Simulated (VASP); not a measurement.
ZnSeS:

```
Zn Se S
1.0
     4.05561    0.00000    0.00000
    -2.02781    3.51227    0.00000
     0.00000    0.00000    5.34631
Zn Se S
1 1 1
Direct
  0.00000 0.00000 0.50000
  0.66667 0.33333 0.50000
  0.00000 0.00000 0.00000
```

The cell was built from a structure type or drawn by symmetry, and may not be a known phase.

* Program: VASP 6.6.1
* Task: relaxation of cell and atoms
* Functional: PBE
* Potentials or basis: VASP PAW PBE potentials, release 64 (Zn, Se, S)
* Cutoff: 600 eV
* k mesh: 6 × 6 × 4
* Occupations: gaussian, width 0.1 eV
* Spin: no spin polarisation

At the start: pressure 0.7 GPa; volume 25.38 Å³/atom.

Where does the relaxation end?

Over 7 steps the energy falls by 146.6 meV/atom and the volume is 25.41 Å³/atom (+0.1 %); space group P-6m2 (No. 187, to 0.1 Å) before and after.

The path:
| step | energy change (eV) | largest force (eV/Å) | pressure (GPa) | volume (Å³) |
| --- | --- | --- | --- | --- |
| 1 | 0.0000 | 0.0000 | 0.72 | 76.15 |
| 2 | -0.3022 | 0.0000 | -1.15 | 77.20 |
| 3 | -0.4265 | 0.0000 | -1.25 | 77.72 |
| 4 | -0.4343 | 0.0000 | -1.01 | 77.82 |
| 5 | -0.4340 | 0.0000 | -1.06 | 77.80 |
| 6 | -0.4386 | 0.0000 | 0.43 | 75.52 |
| 7 | -0.4398 | 0.0000 | -0.06 | 76.22 |

Final structure:
```
CELL_PARAMETERS angstrom
4.33406 0.00000 0.00000
-2.16703 3.75341 0.00000
0.00000 0.00000 4.68523
ATOMIC_POSITIONS crystal
Zn 0.00000 0.00000 0.50000
Se 0.66667 0.33333 0.50000
S 0.00000 0.00000 0.00000
```
